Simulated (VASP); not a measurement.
# Rh (P6_3/mmc) in VASP: density of states with LDA

Aim: the density of states of Rh with LDA.

Program: VASP 6.6.1. These are calculated values, not measurements. Logs are shortened: lines on timing, memory, paths and dates and some standing lists are left out, and cuts for length are marked.

### Step 1. The cell of the first run

The structure is hexagonal, space group P6_3/mmc (No. 194). Conventional cell: a = 2.731 Å, b = 2.731 Å, c = 4.428 Å, α = 90.00°, β = 90.00°, γ = 120.00°. Within 3.6 Å of Rh (site symmetry -6m2) lie 12 Rh at 2.72 to 2.73 Å.

### Step 2. Density of states, LDA

Input file POSCAR:

```
Rh
1.0
    2.7309790422      0.0000000000      0.0000000000
   -1.3654895211      2.3650972278      0.0000000000
    0.0000000000      0.0000000000      4.4284890000
Rh
2
Direct
    0.3333333333      0.6666666667      0.2500000000
    0.6666666667      0.3333333333      0.7500000000
```

Input file INCAR.step1:

```
PREC = Accurate ; ENCUT = 520
EDIFF = 1E-6 ; ISMEAR = -1
SIGMA = 0.05 ; LREAL = False
LASPH = True ; NELM = 80
ALGO = Normal ; ISIF = 2
LWAVE = False ; LCHARG = True
LMAXMIX = 4 ; NBANDS = 22
```

Input file KPOINTS.step1:

```
Automatic mesh
0
Gamma
  6 6 4
```

Input file INCAR.step2:

```
PREC = Accurate ; ENCUT = 520
EDIFF = 1E-6 ; ISMEAR = -5
SIGMA = 0.05 ; LREAL = False
LASPH = True ; NELM = 80
ALGO = Normal ; ISIF = 2
LWAVE = False ; LCHARG = False
LMAXMIX = 4 ; LORBIT = 11
NEDOS = 1001 ; ICHARG = 11
```

Input file KPOINTS.step2:

```
Automatic mesh
0
Gamma
  9 9 6
```

Potentials or basis: VASP PAW LDA potentials, release 64 (Rh_pv).

Command:

```sh
cat potpaw_LDA.64/Rh_pv/POTCAR > POTCAR
cp INCAR.step1 INCAR
cp KPOINTS.step1 KPOINTS
mpirun -np 1 vasp_std > vasp.out
cp INCAR.step2 INCAR
cp KPOINTS.step2 KPOINTS
mpirun -np 1 vasp_std > vasp.out
```

OUTCAR:

```text
PREC = Accurate
   ENCUT = 520
   EDIFF = 1E-6
   ISMEAR = -5
   LREAL = False
   LASPH = True
   NELM = 80
   ISIF = 2
   LORBIT = 11
   ICHARG = 11

 ion  position               nearest neighbor table
   1  0.333  0.667  0.250-   2 2.72   2 2.72   2 2.72   2 2.72   2 2.72   2 2.72
   2  0.667  0.333  0.750-   1 2.72   1 2.72   1 2.72   1 2.72   1 2.72   1 2.72

  LATTYP: Found a hexagonal cell.
 ALAT       =     2.7309790422
 C/A-ratio  =     1.6215756077

  Lattice vectors:

 A1 = (   2.7309790422,   0.0000000000,   0.0000000000)
 A2 = (  -1.3654895211,   2.3650972278,   0.0000000000)
 A3 = (   0.0000000000,   0.0000000000,   4.4284890000)

Analysis of symmetry for initial positions (statically):
=====================================================================
 Subroutine PRICEL returns:
 Original cell was already a primitive cell.

 Routine SETGRP: Setting up the symmetry group for a
 hexagonal supercell.

 Subroutine GETGRP returns: Found 24 space group operations
 (whereof 12 operations were pure point group operations)
 out of a pool of 24 trial point group operations.

The static configuration has the point symmetry D_3d.
 The point group associated with its full space group is D_6h.

Analysis of symmetry for dynamics (positions and initial velocities):
=====================================================================
 Subroutine PRICEL returns:
 Original cell was already a primitive cell.

 Routine SETGRP: Setting up the symmetry group for a
 hexagonal supercell.

 Subroutine GETGRP returns: Found 24 space group operations
 (whereof 12 operations were pure point group operations)
 out of a pool of 24 trial point group operations.

The dynamic configuration has the point symmetry D_3d.
 The point group associated with its full space group is D_6h.

 Subroutine INISYM returns: Found 24 space group operations
 (whereof 12 operations are pure point group operations),
 and found     1 'primitive' translations

----------------------------------------------------------------------------------------

                                     Primitive cell

  volume of cell :      28.6037

  direct lattice vectors                    reciprocal lattice vectors
     2.730979042  0.000000000  0.000000000     0.366169049  0.211407799  0.000000000
    -1.365489521  2.365097228  0.000000000     0.000000000  0.422815599  0.000000000
     0.000000000  0.000000000  4.428489000     0.000000000  0.000000000  0.225810655

  length of vectors
     2.730979042  2.730979042  4.428489000     0.422815599  0.422815599  0.225810655

  position of ions in fractional coordinates (direct lattice)
     0.333333333  0.666666667  0.250000000
     0.666666667  0.333333333  0.750000000

  ion indices of the primitive-cell ions
   primitive index   ion index
                 1           1
                 2           2

----------------------------------------------------------------------------------------

 KPOINTS: Automatic mesh

Automatic generation of k-mesh.
 Grid dimensions read from file:
 generate k-points for:    9    9    6

 Generating k-lattice:

  Cartesian coordinates                     Fractional coordinates (reciprocal lattice)
     0.040685450  0.023489755  0.000000000     0.111111111  0.000000000  0.000000000
     0.000000000  0.046979511  0.000000000     0.000000000  0.111111111  0.000000000
     0.000000000  0.000000000  0.037635109     0.000000000  0.000000000  0.166666667

  Length of vectors
     0.046979511  0.046979511  0.037635109

  Shift w.r.t. Gamma in fractional coordinates (k-lattice)
     0.000000000  0.000000000  0.000000000

 TETIRR: Found    492 inequivalent tetrahedra from     2916

 Subroutine IBZKPT returns following result:
 ===========================================

 Found     48 irreducible k-points:

 Following reciprocal coordinates:
            Coordinates               Weight
  0.000000  0.000000  0.000000      1.000000
  0.111111  0.000000  0.000000      6.000000
  0.222222 -0.000000  0.000000      6.000000
  0.333333 -0.000000  0.000000      6.000000
  0.444444 -0.000000  0.000000      6.000000
  0.111111  0.111111  0.000000      6.000000
[... 16 lines left out ...]
  0.333333  0.222222  0.166667     24.000000
  0.333333  0.333333  0.166667      4.000000
 [... further k-points ...]
   k-points           NKPTS =     48   k-points in BZ     NKDIM =     48   number of bands    NBANDS=     19
   number of dos      NEDOS =   1001   number of ions     NIONS =      2
   total plane-waves  NPLWV =  14400
   dimension x,y,z NGX =    20 NGY =   20 NGZ =   36
   dimension x,y,z NGXF=    40 NGYF=   40 NGZF=   72
   ions per type =               2
   NGX,Y,Z   is equivalent  to a cutoff of  12.17, 12.17, 13.51 a.u.
   NGXF,Y,Z  is equivalent  to a cutoff of  24.35, 24.35, 27.03 a.u.
 SYSTEM =  unknown system
   PREC   = accura    normal or accurate (medium, high low for compatibility)
   ISTART =      0    job   : 0-new  1-cont  2-samecut
   ICHARG =     11    charge: 1-file 2-atom 10-const
   ISPIN  =      1    spin polarized calculation?
   LNONCOLLINEAR =      F non collinear calculations
   LSORBIT =      F    spin-orbit coupling
   LASPH  =      T    aspherical Exc in radial PAW
   ENCUT  =  520.0 eV  38.22 Ry    6.18 a.u.   5.08  5.08  8.23*2*pi/ulx,y,z
   NELM   =     80;   NELMIN=  2; NELMDL=  0     # of ELM steps
   EDIFF  = 0.1E-05   stopping-criterion for ELM
   LREAL  =      F    real-space projection
   EDIFFG = 0.1E-04   stopping-criterion for IOM
   NSW    =      0    number of steps for IOM
   IBRION =     -1    ionic relax: 0-MD 1-quasi-New 2-CG
   NFREE  =      0    steps in history (QN), initial steepest desc. (CG)
   ISIF   =      2    stress and relaxation
   ISYM   =      2    0-nonsym 1-usesym 2-fastsym
   POTIM  = 0.5000    time-step for ionic-motion
   TEBEG  =    0.0;   TEEND  =   0.0 temperature during run
   PSTRESS=    0.0 pullay stress
   NELECT =      30.0000    total number of electrons
   NUPDOWN=      -1.0000    fix difference up-down
   EMIN   =  10.00;   EMAX   =-10.00  energy-range for DOS
   EFERMI =   0.00;   METHOD = LEGACY
   ISMEAR =    -5;   SIGMA  =   0.05  broadening in eV -4-tet -1-fermi 0-gaus
   EFERMI_NEDOS =   21; number of points for ismear=-14 and -15
   IALGO  =     38    algorithm
   IMIX   =      4    mixing-type and parameters
     AMIX     =   0.40;   BMIX     =  1.00
     AMIX_MAG =   1.60;   BMIX_MAG =  1.00
  volume/ion in A,a.u.               =      14.30        96.51
  Fermi-wavevector in a.u.,A,eV,Ry     =   1.663314  3.143208 37.642066  2.766614
  Thomas-Fermi vector in A             =   2.750053
   LORBIT       =     11    0 simple, 1 ext, 2 COOP (PROOUT), +10 PAW based schemes
   GGA     = CA    functional components
   LHFCALC =     F    Hartree Fock is set to
   AEXX    =    0.0000 exact exchange contribution
   IVDW    =     0    specifies the selected vdW correction
   LEPSILON=     F    determine dielectric tensor
   LRPA    =     F    only Hartree local field effects (RPA)
 non-spin polarized calculation
 Fermi weights with tetrahedron method with Bloechl corrections
  energy-cutoff  :      520.00
  volume of cell :       28.60
 maximum number of plane-waves:       785

 number of electron      30.0000009 magnetization

 Free energy of the ion-electron system (eV)
  ---------------------------------------------------
  ext. energy  EPLUGINS =         0.00000000
  ---------------------------------------------------
  free energy    TOTEN  =       -17.16283042 eV

  energy without entropy =      -17.16283042  energy(sigma->0) =      -17.16283042

 E-fermi :  11.0694     XC(G=0): -14.1009

 val. band max:       11.1944739714   @ k =   0.0000   0.0000   0.0000
 cond. band min:      10.9124079424   @ k =   0.1111   0.0000   0.5000
 fundamental gap:     -0.2820660290
 Fermi energy:        11.0693873284

 k-point     1 :       0.0000    0.0000    0.0000
  band No.  band energies     occupation
      1     -35.7898      2.00000
      2     -35.1665      2.00000
      3     -35.1665      2.00000
      4     -35.1279      2.00000
      5     -35.0719      2.00000
      6     -35.0719      2.00000
[... 11 lines left out ...]
     18      11.7736      0.00000
     19      19.2271      0.00000

 k-point     2 :       0.1111    0.0000    0.0000
  band No.  band energies     occupation
      1     -35.7646      2.00000
      2     -35.2233      2.00000
      3     -35.1848      2.00000
      4     -35.1384      2.00000
      5     -35.1306      2.00000
      6     -35.0811      2.00000
[... 11 lines left out ...]
     18      13.8293      0.00000
     19      19.1946      0.00000

 k-point     3 :       0.2222   -0.0000    0.0000
  band No.  band energies     occupation
      1     -35.6957      2.00000
      2     -35.3674      2.00000
      3     -35.2759      2.00000
      4     -35.2295      2.00000
      5     -35.1703      2.00000
      6     -35.1061      2.00000
[... 11 lines left out ...]
     18      16.3899      0.00000
     19      19.1577      0.00000

 k-point     4 :       0.3333   -0.0000    0.0000
  band No.  band energies     occupation
      1     -35.6017      2.00000
      2     -35.5316      2.00000
      3     -35.4355      2.00000
      4     -35.2783      2.00000
      5     -35.2220      2.00000
      6     -35.1359      2.00000
[... 407 lines left out ...]
     18      17.7280      0.00000
     19      21.5223      0.00000

 k-point    23 :       0.3333    0.2222    0.1667
  band No.  band energies     occupation
      1     -35.6063      2.00000
      2     -35.5462      2.00000
      3     -35.4490      2.00000
      4     -35.3731      2.00000
      5     -35.3075      2.00000
      6     -35.2617      2.00000
[... 11 lines left out ...]
     18      17.7385      0.00000
     19      20.4367      0.00000

 k-point    24 :       0.3333    0.3333    0.1667
  band No.  band energies     occupation
      1     -35.5424      2.00000
      2     -35.5252      2.00000
      3     -35.5252      2.00000
      4     -35.3709      2.00000
      5     -35.3219      2.00000
      6     -35.3219      2.00000
[... 11 lines left out ...]
     18      17.5465      0.00000
     19      17.7335      0.00000

 [... further k-points ...]
[... 5 lines left out ...]
  --------------------------------------------------------------------------------------
  -------------------------------------------------------------------------------------
  Total       -2.9148864     -2.9148864     -4.4291082      0.0000000      0.0000000      0.0000000
  in kB     -163.2710834   -163.2710834   -248.0869602      0.0000000      0.0000000      0.0000000
  external PRESSURE =    -191.5430423 kB  Pullay stress =       0.0000000 kB

 VOLUME and BASIS-vectors are now :
 -----------------------------------------------------------------------------
  energy-cutoff  :      520.00
  volume of cell :       28.60
      direct lattice vectors                 reciprocal lattice vectors
     2.730979042  0.000000000  0.000000000     0.366169049  0.211407799  0.000000000
    -1.365489521  2.365097228  0.000000000     0.000000000  0.422815599  0.000000000
     0.000000000  0.000000000  4.428489000     0.000000000  0.000000000  0.225810655

 POSITION                                       TOTAL-FORCE (eV/Angst)
 -----------------------------------------------------------------------------------
     -0.00000      1.57673      1.10712        -0.000000     -0.000000      0.000000
      1.36549      0.78837      3.32137         0.000000      0.000000      0.000000
 -----------------------------------------------------------------------------------
    total drift:                               -0.000000      0.000000     -0.000000

  FREE ENERGIE OF THE ION-ELECTRON SYSTEM (eV)
  ---------------------------------------------------
  free  energy   TOTEN  =       -17.1628304151 eV

  energy  without entropy=      -17.1628304151  energy(sigma->0) =      -17.16283042

 total charge

# of ion       s       p       d       tot
------------------------------------------
    1        0.397   6.279   7.040  13.716
    2        0.397   6.279   7.040  13.716
--------------------------------------------------
tot          0.793  12.559  14.080  27.432
```

Run time: 20 s. Hardware: 1 thread of Intel Xeon Platinum 8488C (Sapphire Rapids), shared host; peak memory 0.14 GiB.

What came out:

* Valence electrons inside the program's atomic spheres: Rh 13.72

Caveat: the k points lie up to 0.44 Å⁻¹ apart; tetrahedron occupations give inexact forces and stress in metals.
